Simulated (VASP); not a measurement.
A run of VASP 6.6.1 is set up as follows.

INCAR

```
PREC = Accurate ; ENCUT = 520
EDIFF = 1E-7 ; ISMEAR = 0
SIGMA = 0.05 ; LREAL = F
LASPH = T ; NELM = 80
ALGO = Normal ; ISIF = 2
LWAVE = F ; LCHARG = F
GGA = PE ; NBANDS = 16
```

The input KPOINTS:

```
Automatic mesh
0
Gamma
  9 9 6
```

Contents of POSCAR:

```
AlN
1.0
    3.3512254781      0.0000000000      0.0000000000
   -1.6756127390      2.9022463978      0.0000000000
    0.0000000000      0.0000000000      4.2899103548
Al N
2 2
Direct
    0.3333333333      0.6666666667      0.0000000000
    0.6666666667      0.3333333333      0.5000000000
    0.3333333333      0.6666666667      0.3850000000
    0.6666666667      0.3333333333      0.8850000000
```

Potentials or basis: VASP PAW PBE potentials, release 64 (Al, N).

Launch:

```console
$ cat potpaw_PBE.64/Al/POTCAR potpaw_PBE.64/N/POTCAR > POTCAR
$ mpirun -np 1 vasp_std > vasp.out
```

Problem. What does it give for the band gap on the k mesh?

Solution. 3.74 eV, direct.

Problem. What does it give for the pressure?

Solution. 14.6 GPa.

Problem. Estimate the largest force.

Solution. 5.558 eV/Å.

Forces in eV/Å, atoms in the order of the input:
```
Al   0.000  0.000 -5.558
Al   0.000  0.000 -5.558
N    0.000  0.000  5.558
N    0.000  0.000  5.558
```

Caveat: forces of over 1 eV/Å act on the atoms, so gaps and moduli don't describe the material at rest. A k mesh can miss the band edges.
